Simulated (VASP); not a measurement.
**LiBr: single point with PBE**

LiBr:

```xyz
2
Lattice="0.0000 2.7227 2.7227 2.7227 0.0000 2.7227 2.7227 2.7227 0.0000" Properties=species:S:1:pos:R:3 pbc="T T T"
Li    2.6601    1.9685    3.5068
Br    5.3828    4.6912    6.2295
```

- Program: VASP 6.6.1
- Task: single point
- Functional: PBE
- Potentials or basis: VASP PAW PBE potentials, release 64 (Li_sv, Br)
- Cutoff: 750 eV
- k mesh: 4 × 4 × 4
- Occupations: gaussian, width 0.1 eV
- Spin: no spin polarisation
- Dipole correction: no
- Further INCAR settings: ALGO = Normal; EDIFF = 1e-06; NBANDS = 12

The pressure is 1.1 GPa. The band gap on the k mesh is 5.07 eV, direct.

Levels at points of the mesh, in eV from the valence-band top:
```
           k point  band 2  band 3  band 4  band 5  band 6  band 7  band 8  band 9
(0.00, 0.00, 0.00)  -13.54    0.00    0.00    0.00    5.07   10.52   10.52   10.52
(0.50, 0.00, 0.00)  -13.03   -3.01   -0.28   -0.28    5.64    8.11    8.11   12.06
(0.50, 0.50, 0.00)  -12.82   -3.02   -1.20   -1.20    6.29    7.06   11.88   12.64
```

Wall time 20 s on 1 thread of Intel Xeon 8259CL, with other jobs on the host, peak memory 0.19 GiB.

Caveat: the k points lie up to 0.50 Å⁻¹ apart.
